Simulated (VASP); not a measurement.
Set up this calculation in VASP 6.6.1, as the native input.

| Property | Result |
| --- | --- |
| Task | single point |
| Functional | PBEsol |
| Potentials or basis | VASP PAW PBE potentials, release 64 (B, N) |
| Cutoff | 520 eV |
| k mesh | 12 × 12 × 4 |
| Occupations | gaussian, width 0.05 eV |
| Spin | no spin polarisation |
| Dipole correction | no |
| Further INCAR settings | ALGO = Normal; EDIFF = 1e-06; NBANDS = 16 |

The structure of BN lies in POSCAR:

```
BN
1.0
    2.5442176772      0.0000000000      0.0000000000
   -1.2721088386      2.2033571412      0.0000000000
    0.0000000000      0.0000000000      6.6488040558
B N
2 2
Direct
    0.3333333333      0.6666666667      0.2500000000
    0.6666666667      0.3333333333      0.7500000000
    0.3333333333      0.6666666667      0.7500000000
    0.6666666667      0.3333333333      0.2500000000
```

This cell differs from its parent crystal: volume 9.318 Å^3 an atom, c/a of the conventional cell 2.6133.

The input as run:

INCAR

```
PREC     = Accurate       # precision mode
ENCUT    = 520            # plane-wave cutoff, eV
EDIFF    = 1E-6           # SCF threshold, eV
ISMEAR   = 0              # smearing method
SIGMA    = 0.05           # smearing width, eV
LREAL    = F              # projectors in reciprocal space
LASPH    = T              # aspherical terms in the spheres
NELM     = 80             # most SCF steps
ALGO     = Normal         # electronic algorithm
ISIF     = 2              # what is computed and relaxed
LWAVE    = F              # write WAVECAR
LCHARG   = F              # write CHGCAR
GGA      = PS             # functional
NBANDS   = 16             # bands
```

KPOINTS

```
regular mesh
0
Gamma
  12 12 4
```

Potentials or basis: VASP PAW PBE potentials, release 64 (B, N).

Command:

```console
$ cat potpaw_PBE.64/B/POTCAR potpaw_PBE.64/N/POTCAR > POTCAR
$ mpirun -np 1 vasp_std > vasp.out
```

Results of the run:

```
Pressure               : -10.0 GPa
Band gap on the k mesh : 4.09 eV, indirect (least direct gap 4.46 eV)
```

Caveat: the PAW data sets were made with another functional, which shifts forces and pressure a little; this functional lacks dispersion, which binds the layers, so the pressure and a relaxed spacing across them are unreliable.

It took 22 s on 1 thread of AMD EPYC 7R13 Processor (Zen 3), with other jobs on the host, peak memory 0.13 GiB.
